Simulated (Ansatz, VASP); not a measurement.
Si in VASP and in Ansatz

```
Si
1.0
     2.62054    0.00000    0.00000
    -1.31027    2.26946    0.00000
     0.00000    0.00000    2.49102
Si
1
Cartesian
  0.0000 0.0000 0.0000
```

Change from the starting cell: strain +0.0100 x Voigt [0, 0, 1, 0, 0, 0], atoms carried along.

Alike in both runs: task single point; functional LDA; k mesh 24 × 24 × 20; occupations gaussian, width 0.15 eV; no spin polarisation.

|  | VASP | Ansatz |
| --- | --- | --- |
| version | VASP 6.6.1 | Ansatz 0.2.0 |
| potentials or method | VASP PAW LDA potentials, release 64 (Si), cutoff 520 eV | scalar-relativistic, plane waves, PAW |
| valence electrons in the cell | 4 | 4 |

|  | VASP | Ansatz | Ansatz less VASP |
| --- | --- | --- | --- |
| gap on the k mesh at the Fermi level (eV) | none | none | - |
| pressure (GPa) | -1.9 | -2.0 | -0.08 |
| traceless stress, the component that is largest in VASP (GPa) | -2.07 | -2.05 | +0.022 |

LDA's correlation is that of Perdew and Zunger in VASP and of Perdew and Wang (1992) in Ansatz. A gap of «none» marks a metal or a gap that the smearing closes.
